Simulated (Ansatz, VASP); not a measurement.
## Mg: VASP beside Ansatz

```
CELL_PARAMETERS angstrom
3.18776 0.00000 0.00000
-1.59388 2.76068 0.00000
0.00000 0.00000 5.17533
ATOMIC_POSITIONS crystal
Mg 0.66667 0.33333 0.75000
Mg 0.33333 0.66667 0.25000
```

Alike in both runs: task single point; functional RPBE; dispersion D4; k mesh 10 × 10 × 5; occupations fermi-dirac, width 0.05 eV; no spin polarisation.

|  | VASP | Ansatz |
| --- | --- | --- |
| version | VASP 6.6.1 | Ansatz 0.2.0 |
| potentials or method | VASP PAW PBE potentials, release 64 (Mg) | Ansatz PAW |
| plane-wave cutoff (eV) | 520 | 420 |
| valence electrons in the cell | 4 | 20 |

Ansatz gave:

* gap on the k mesh at the Fermi level (eV): none
* pressure (GPa): 0.6
* traceless stress, the component that is largest in VASP (GPa): 0.69

Which values does VASP return?

gap on the k mesh at the Fermi level (eV): none; pressure (GPa): 0.4; traceless stress, the component that is largest in VASP (GPa): 0.69.

VASP's potentials were made for PBE, not for RPBE. A gap of «none» marks a metal or a gap that the smearing closes. VASP's potentials hold 4 valence electrons a cell and Ansatz's 20, so a difference there can come from the potentials and not from the codes.
